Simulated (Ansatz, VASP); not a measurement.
## Two plane-wave programs on Na

Contents of INCAR:

```
SYSTEM = Na
  ALGO = Normal
  EDIFF = 1E-6
  ENCUT = 520
  GGA = PS
  ISIF = 2
  ISMEAR = 0
  LASPH = .True.
  LCHARG = .True.
  LELF = .True.
  LREAL = .False.
  LVHAR = .True.
  LWAVE = .False.
  NBANDS = 14
  NELM = 80
  PREC = Accurate
  SIGMA = 0.15
```

Contents of KPOINTS:

```
k-points
0
Gamma
  12 12 8
  0 0 0
```

POSCAR

```
Na
1.0
    3.8611760225      0.0000000000      0.0000000000
   -1.9305880113      3.3438765240      0.0000000000
    0.0000000000      0.0000000000      6.0001500000
Na
2
Direct
    0.3333333333      0.6666666667      0.2500000000
    0.6666666667      0.3333333333      0.7500000000
```

Input for Ansatz:

```yaml
crystal:
  lattice:
    - [3.8611760225, 0.0, 0.0]
    - [-1.9305880113, 3.343876524, 0.0]
    - [0.0, 0.0, 6.00015]
  atoms:
    - { symbol: Na, position: [0.3333333333, 0.6666666667, 0.25] }
    - { symbol: Na, position: [0.6666666667, 0.3333333333, 0.75] }
basis:
  ecutwfc: 420
kpoints:
  mp_grid: { grid: [12, 12, 8] }
hamiltonian:
  xc: pbesol
scf:
  occupations: { method: gaussian, width: 0.15 }
output:
  forces: true
  stress: true
  eigenvalues: true
```

Change from the starting cell: strain +0.025 along x and y, -0.025 along z, atoms carried along.

Alike in both runs: task single point; functional PBEsol; k mesh 12 × 12 × 8; occupations gaussian, width 0.15 eV; no spin polarisation.

```csv
,VASP,Ansatz
version,VASP 6.6.1,Ansatz 0.2.0
potentials or method,"VASP PAW PBE potentials, release 64 (Na_pv), cutoff 520 eV","scalar-relativistic, plane waves, PAW"
valence electrons in the cell,14,18
```

Ansatz gave:

| Property | Result |
| --- | --- |
| gap on the k mesh at the Fermi level (eV) | none |
| pressure (GPa) | -0.4 |
| traceless stress, the component that is largest in VASP (GPa) | 0.29 |

Q: Estimate VASP's values.

A: gap on the k mesh at the Fermi level (eV): none; pressure (GPa): -0.4; traceless stress, the component that is largest in VASP (GPa): 0.28.

VASP's potentials were made for PBE, not for PBEsol. A gap of «none» marks a metal or a gap that the smearing closes. VASP's potentials hold 14 valence electrons a cell and Ansatz's 18, so a difference there can come from the potentials and not from the codes.
